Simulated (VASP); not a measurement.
# Cl (Cmce) in VASP: single point with PBE

Aim: the single point of Cl with PBE.

Everything below comes from runs of VASP 6.6.1. Logs are shortened: lines on timing, memory, paths and dates and some standing lists are left out, and cuts for length are marked.

**1. The cell of the first run**

It takes space group Cmce (No. 64, orthorhombic). The conventional cell has a = 6.250 Å, b = 4.014 Å, c = 8.147 Å, α = 90.00°, β = 90.00°, γ = 90.00°. Cl (site symmetry m) has 1 Cl at 2.02 Å within 2.7 Å.

**2. Single point, PBE**

File INCAR:

```
SYSTEM = Cl
ALGO = Normal
EDIFF = 1E-6
ENCUT = 520
GGA = PE
ISIF = 2
ISMEAR = 0
LASPH = .True.
LCHARG = .False.
LREAL = .False.
LWAVE = .False.
NBANDS = 22
NELM = 80
PREC = Accurate
SIGMA = 0.01
```

File KPOINTS:

```
k-points
0
Gamma
  8 8 4
  0 0 0
```

File POSCAR:

```
Cl
1.0
    3.1252368117     -2.0072451472      0.0000000000
    3.1252368117      2.0072451472      0.0000000000
    0.0000000000      0.0000000000      8.1465599412
Cl
4
Direct
    0.8756350123      0.1243649877      0.6074783244
    0.1243649877      0.8756350123      0.3925216756
    0.6243649877      0.3756350123      0.1074783244
    0.3756350123      0.6243649877      0.8925216756
```

Potentials or basis: VASP PAW PBE potentials, release 64 (Cl).

On the command line:

```console
$ cat potpaw_PBE.64/Cl/POTCAR > POTCAR
$ mpirun -np 1 vasp_std > vasp.out
```

OUTCAR:

```text
SYSTEM = Cl
   EDIFF = 1E-6
   ENCUT = 520
   GGA = PE
   ISIF = 2
   ISMEAR = 0
   LASPH = .True.
   LREAL = .False.
   NELM = 80
   PREC = Accurate

 ion  position               nearest neighbor table
   1  0.876  0.124  0.607-   2 2.02
   2  0.124  0.876  0.393-   1 2.02
   3  0.624  0.376  0.107-   4 2.02
   4  0.376  0.624  0.893-   3 2.02

  LATTYP: Found a base centered orthorhombic cell.
 ALAT       =     4.0144902944
 B/A-ratio  =     1.5569781380
 C/A-ratio  =     2.0292887375

  Lattice vectors:

 A1 = (  -3.1252368117,  -2.0072451472,   0.0000000000)
 A2 = (   3.1252368117,  -2.0072451472,   0.0000000000)
 A3 = (   0.0000000000,   0.0000000000,   8.1465599412)

Analysis of symmetry for initial positions (statically):
=====================================================================
 Subroutine PRICEL returns:
 Original cell was already a primitive cell.

 Routine SETGRP: Setting up the symmetry group for a
 base centered orthorhombic supercell.

 Subroutine GETGRP returns: Found  8 space group operations
 (whereof  4 operations were pure point group operations)
 out of a pool of  8 trial point group operations.

The static configuration has the point symmetry C_2h.
 The point group associated with its full space group is D_2h.

Analysis of symmetry for dynamics (positions and initial velocities):
=====================================================================
 Subroutine PRICEL returns:
 Original cell was already a primitive cell.

 Routine SETGRP: Setting up the symmetry group for a
 base centered orthorhombic supercell.

 Subroutine GETGRP returns: Found  8 space group operations
 (whereof  4 operations were pure point group operations)
 out of a pool of  8 trial point group operations.

The dynamic configuration has the point symmetry C_2h.
 The point group associated with its full space group is D_2h.

 Subroutine INISYM returns: Found  8 space group operations
 (whereof  4 operations are pure point group operations),
 and found     1 'primitive' translations

----------------------------------------------------------------------------------------

                                     Primitive cell

  volume of cell :     102.2086

  direct lattice vectors                    reciprocal lattice vectors
     3.125236812 -2.007245147  0.000000000     0.159987876 -0.249097626  0.000000000
     3.125236812  2.007245147  0.000000000     0.159987876  0.249097626  0.000000000
     0.000000000  0.000000000  8.146559941     0.000000000  0.000000000  0.122751199

  length of vectors
     3.714315308  3.714315308  8.146559941     0.296050245  0.296050245  0.122751199

  position of ions in fractional coordinates (direct lattice)
     0.875635012  0.124364988  0.607478324
     0.124364988  0.875635012  0.392521676
     0.624364988  0.375635012  0.107478324
     0.375635012  0.624364988  0.892521676

  ion indices of the primitive-cell ions
   primitive index   ion index
                 1           1
                 2           2
                 3           3
                 4           4

----------------------------------------------------------------------------------------

 KPOINTS: k-points

Automatic generation of k-mesh.
 Grid dimensions read from file:
 generate k-points for:    8    8    4

 Generating k-lattice:

  Cartesian coordinates                     Fractional coordinates (reciprocal lattice)
     0.019998485 -0.031137203  0.000000000     0.125000000  0.000000000  0.000000000
     0.019998485  0.031137203  0.000000000     0.000000000  0.125000000  0.000000000
     0.000000000  0.000000000  0.030687800     0.000000000  0.000000000  0.250000000

  Length of vectors
     0.037006281  0.037006281  0.030687800

  Shift w.r.t. Gamma in fractional coordinates (k-lattice)
     0.000000000  0.000000000  0.000000000

 Subroutine IBZKPT returns following result:
 ===========================================

 Found     63 irreducible k-points:

 Following reciprocal coordinates:
            Coordinates               Weight
  0.000000  0.000000  0.000000      1.000000
  0.125000 -0.000000  0.000000      4.000000
  0.250000 -0.000000  0.000000      4.000000
  0.375000 -0.000000  0.000000      4.000000
  0.500000 -0.000000  0.000000      2.000000
  0.125000  0.125000  0.000000      2.000000
[... 16 lines left out ...]
  0.125000 -0.000000  0.250000      8.000000
  0.250000 -0.000000  0.250000      8.000000
 [... further k-points ...]
   k-points           NKPTS =     63   k-points in BZ     NKDIM =     63   number of bands    NBANDS=     22
   number of dos      NEDOS =    301   number of ions     NIONS =      4
   total plane-waves  NPLWV =  50176
   dimension x,y,z NGX =    28 NGY =   28 NGZ =   64
   dimension x,y,z NGXF=    56 NGYF=   56 NGZF=  128
   ions per type =               4
   NGX,Y,Z   is equivalent  to a cutoff of  12.53, 12.53, 13.06 a.u.
   NGXF,Y,Z  is equivalent  to a cutoff of  25.06, 25.06, 26.12 a.u.
 SYSTEM =  Cl
   PREC   = accura    normal or accurate (medium, high low for compatibility)
   ISTART =      0    job   : 0-new  1-cont  2-samecut
   ICHARG =      2    charge: 1-file 2-atom 10-const
   ISPIN  =      1    spin polarized calculation?
   LNONCOLLINEAR =      F non collinear calculations
   LSORBIT =      F    spin-orbit coupling
   LASPH  =      T    aspherical Exc in radial PAW
   ENCUT  =  520.0 eV  38.22 Ry    6.18 a.u.   6.91  6.91 15.15*2*pi/ulx,y,z
   NELM   =     80;   NELMIN=  2; NELMDL= -5     # of ELM steps
   EDIFF  = 0.1E-05   stopping-criterion for ELM
   LREAL  =      F    real-space projection
   EDIFFG = 0.1E-04   stopping-criterion for IOM
   NSW    =      0    number of steps for IOM
   IBRION =     -1    ionic relax: 0-MD 1-quasi-New 2-CG
   NFREE  =      0    steps in history (QN), initial steepest desc. (CG)
   ISIF   =      2    stress and relaxation
   ISYM   =      2    0-nonsym 1-usesym 2-fastsym
   POTIM  = 0.5000    time-step for ionic-motion
   TEBEG  =    0.0;   TEEND  =   0.0 temperature during run
   PSTRESS=    0.0 pullay stress
   NELECT =      28.0000    total number of electrons
   NUPDOWN=      -1.0000    fix difference up-down
   EMIN   =  10.00;   EMAX   =-10.00  energy-range for DOS
   EFERMI =   0.00;   METHOD = LEGACY
   ISMEAR =     0;   SIGMA  =   0.01  broadening in eV -4-tet -1-fermi 0-gaus
   EFERMI_NEDOS =   21; number of points for ismear=-14 and -15
   IALGO  =     38    algorithm
   IMIX   =      4    mixing-type and parameters
     AMIX     =   0.40;   BMIX     =  1.00
     AMIX_MAG =   1.60;   BMIX_MAG =  1.00
  volume/ion in A,a.u.               =      25.55       172.43
  Fermi-wavevector in a.u.,A,eV,Ry     =   1.063241  2.009234 15.381128  1.130481
  Thomas-Fermi vector in A             =   2.198719
   LORBIT       =      0    0 simple, 1 ext, 2 COOP (PROOUT), +10 PAW based schemes
   GGA     = PE    functional components
   LHFCALC =     F    Hartree Fock is set to
   AEXX    =    0.0000 exact exchange contribution
   IVDW    =     0    specifies the selected vdW correction
   LEPSILON=     F    determine dielectric tensor
   LRPA    =     F    only Hartree local field effects (RPA)
 non-spin polarized calculation
 Gauss-broadening in eV      SIGMA  =   0.01
  energy-cutoff  :      520.00
  volume of cell :      102.21
 maximum number of plane-waves:      2782
   NGX = 13   NGY = 13   NGZ = 31

 number of electron      28.0000005 magnetization

 Free energy of the ion-electron system (eV)
  ---------------------------------------------------
  ext. energy  EPLUGINS =         0.00000000
  ---------------------------------------------------
  free energy    TOTEN  =        -7.23900413 eV

  energy without entropy =       -7.23900413  energy(sigma->0) =       -7.23900413

 E-fermi :   0.5082     XC(G=0):  -8.3359

 val. band max:        0.4679162069   @ k =   0.0000   0.0000   0.0000
 cond. band min:       2.7171099737   @ k =   0.0000   0.0000   0.0000
 fundamental gap:      2.2491937668
 Fermi energy:         0.5081899478

 k-point     1 :       0.0000    0.0000    0.0000
  band No.  band energies     occupation
      1     -16.4600      2.00000
      2     -16.1079      2.00000
      3     -12.6449      2.00000
      4     -11.6555      2.00000
      5      -5.3779      2.00000
      6      -3.8962      2.00000
[... 14 lines left out ...]
     21      11.2363      0.00000
     22      11.3334      0.00000

 k-point     2 :       0.1250   -0.0000    0.0000
  band No.  band energies     occupation
      1     -16.4153      2.00000
      2     -16.0866      2.00000
      3     -12.6031      2.00000
      4     -11.6918      2.00000
      5      -5.3626      2.00000
      6      -3.9774      2.00000
[... 14 lines left out ...]
     21      10.8686      0.00000
     22      11.3433      0.00000

 k-point     3 :       0.2500   -0.0000    0.0000
  band No.  band energies     occupation
      1     -16.2982      2.00000
      2     -16.0401      2.00000
      3     -12.4883      2.00000
      4     -11.7972      2.00000
      5      -5.3199      2.00000
      6      -4.2365      2.00000
[... 14 lines left out ...]
     21      10.7849      0.00000
     22      11.4784      0.00000

 k-point     4 :       0.3750   -0.0000    0.0000
  band No.  band energies     occupation
      1     -16.1556      2.00000
      2     -16.0122      2.00000
      3     -12.3262      2.00000
      4     -11.9566      2.00000
      5      -5.2262      2.00000
      6      -4.6389      2.00000
[... 14 lines left out ...]
     21      11.2274      0.00000
     22      12.3156      0.00000

 k-point     5 :       0.5000   -0.0000    0.0000
  band No.  band energies     occupation
      1     -16.0475      2.00000
      2     -16.0475      2.00000
      3     -12.1418      2.00000
      4     -12.1418      2.00000
      5      -5.0086      2.00000
      6      -5.0086      2.00000
[... 417 lines left out ...]
 k-point    22 :       0.0000    0.0000    0.2500
  band No.  band energies     occupation
      1     -16.4151      2.00000
      2     -16.1675      2.00000
      3     -12.5035      2.00000
      4     -11.8076      2.00000
      5      -5.1797      2.00000
      6      -4.1584      2.00000
[... 14 lines left out ...]
     21      11.1384      0.00000
     22      11.1831      0.00000

 k-point    23 :       0.1250   -0.0000    0.2500
  band No.  band energies     occupation
      1     -16.3730      2.00000
      2     -16.1417      2.00000
      3     -12.4724      2.00000
      4     -11.8310      2.00000
      5      -5.1795      2.00000
      6      -4.2227      2.00000
[... 14 lines left out ...]
     21      10.9062      0.00000
     22      11.2133      0.00000

 k-point    24 :       0.2500   -0.0000    0.2500
  band No.  band energies     occupation
      1     -16.2640      2.00000
      2     -16.0821      2.00000
      3     -12.3888      2.00000
      4     -11.9015      2.00000
      5      -5.1680      2.00000
      6      -4.3935      2.00000
[... 14 lines left out ...]
     21      10.9053      0.00000
     22      11.1414      0.00000

 [... further k-points ...]
[... 5 lines left out ...]
  --------------------------------------------------------------------------------------
  -------------------------------------------------------------------------------------
  Total        1.4006104      1.1513954      0.9341349      0.0000000      0.0000000      0.0000000
  in kB       21.9553484     18.0487642     14.6430849      0.0000000      0.0000000      0.0000000
  external PRESSURE =      18.2157325 kB  Pullay stress =       0.0000000 kB

 VOLUME and BASIS-vectors are now :
 -----------------------------------------------------------------------------
  energy-cutoff  :      520.00
  volume of cell :      102.21
      direct lattice vectors                 reciprocal lattice vectors
     3.125236812 -2.007245147  0.000000000     0.159987876 -0.249097626  0.000000000
     3.125236812  2.007245147  0.000000000     0.159987876  0.249097626  0.000000000
     0.000000000  0.000000000  8.146559941     0.000000000  0.000000000  0.122751199

 POSITION                                       TOTAL-FORCE (eV/Angst)
 -----------------------------------------------------------------------------------
      3.12524     -1.50798      4.94886         0.000000     -0.006482      0.038470
      3.12524      1.50798      3.19770         0.000000      0.006482     -0.038470
      3.12524     -0.49926      0.87558         0.000000      0.006482      0.038470
      3.12524      0.49926      7.27098         0.000000     -0.006482     -0.038470
 -----------------------------------------------------------------------------------
    total drift:                                0.000000     -0.000000      0.000000

  FREE ENERGIE OF THE ION-ELECTRON SYSTEM (eV)
  ---------------------------------------------------
  free  energy   TOTEN  =        -7.2390041263 eV

  energy  without entropy=       -7.2390041263  energy(sigma->0) =       -7.23900413
```

It took 72 s on 1 thread of Intel Xeon Platinum 8488C (Sapphire Rapids), shared host; peak memory 0.26 GiB.

What came out:

```
Free energy            : -7.2390 eV
Pressure               : 1.8 GPa
Largest force          : 0.039 eV/Å
Band gap on the k mesh : 2.25 eV, direct
```

Forces in eV/Å, atoms in the order of the input:
```
Cl   0.000 -0.006  0.038
Cl   0.000  0.006 -0.038
Cl   0.000  0.006  0.038
Cl   0.000 -0.006 -0.038
```

Levels at points of the mesh, in eV from the valence-band top:
| k point | band 10 | band 11 | band 12 | band 13 | band 14 | band 15 | band 16 | band 17 | band 18 | band 19 |
| --- | --- | --- | --- | --- | --- | --- | --- | --- | --- | --- |
| (0.00, 0.00, 0.00) | -2.16 | -0.97 | -0.44 | -0.11 | 0.00 | 2.25 | 3.22 | 7.06 | 7.21 | 8.48 |
| (0.50, 0.00, 0.00) | -2.60 | -0.99 | -0.99 | -0.31 | -0.31 | 2.99 | 2.99 | 8.03 | 8.03 | 10.30 |
| (0.50, 0.50, 0.00) | -2.76 | -1.61 | -1.21 | -0.51 | -0.27 | 2.33 | 2.97 | 8.29 | 8.32 | 8.89 |
| (0.00, 0.00, 0.50) | -2.21 | -0.86 | -0.86 | -0.05 | -0.05 | 2.67 | 2.67 | 7.44 | 7.44 | 9.41 |
| (0.50, 0.00, 0.50) | -2.65 | -0.70 | -0.70 | -0.08 | -0.08 | 2.66 | 2.66 | 8.33 | 8.33 | 9.72 |
| (0.50, 0.50, 0.50) | -2.74 | -0.99 | -0.99 | -0.90 | -0.90 | 2.59 | 2.59 | 8.91 | 8.91 | 9.81 |

A k mesh can miss the band edges. A hybrid or GW would open this gap; PBE tends to underestimate it.
